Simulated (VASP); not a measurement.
Input of a VASP 6.6.1 run:

Contents of INCAR:

```
  PREC = Accurate
  ENCUT = 600
  EDIFF = 1E-6
  ISMEAR = -1
  SIGMA = 0.05
  LREAL = False
  LASPH = True
  NELM = 60
  ALGO = Normal
  ISIF = 3
  LWAVE = False
  LCHARG = False
  GGA = PS
  IBRION = 2
  NSW = 80
  EDIFFG = -0.01
```

Contents of KPOINTS:

```
Automatic mesh
0
Gamma
  11 11 11
```

The input POSCAR:

```
MgO
1.0
    0.0000000000      2.0970013927      2.0970013927
    2.0970013927      0.0000000000      2.0970013927
    2.0970013927      2.0970013927      0.0000000000
Mg O
1 1
Direct
    0.0000000000      0.0000000000      0.0000000000
    0.5000000000      0.5000000000      0.5000000000
```

Potentials or basis: VASP PAW PBE potentials, release 64 (Mg, O).

Command:

```bash
$ cat potpaw_PBE.64/Mg/POTCAR potpaw_PBE.64/O/POTCAR > POTCAR
$ mpirun -np 1 vasp_std > vasp.out
```

Problem. What does it give for the relaxed volume?

Solution. 9.31 Å³/atom.

Problem. What does it give for the relaxed cell?

Solution. a = 2.976 Å, b = 2.976 Å, c = 2.976 Å, α = 60.00°, β = 60.00°, γ = 60.00°.

Problem. Estimate the space group after relaxing (to 0.05 Å).

Solution. Fm-3m (No. 225).

Problem. What does it give for the band gap on the k mesh?

Solution. 4.66 eV, direct.

Step by step:
```
step  energy change (eV)  largest force (eV/Å)  pressure (GPa)  volume (Å³)
   1              0.0000                0.0000            1.63        18.44
   2             -0.0008                0.0000           -0.56        18.69
   3             -0.0009                0.0000            0.00        18.63
```

Caveat: the PAW data sets were made with another functional, which shifts forces and pressure a little. Expect the measured gap to be larger: semilocal functionals such as PBEsol lack the derivative discontinuity.
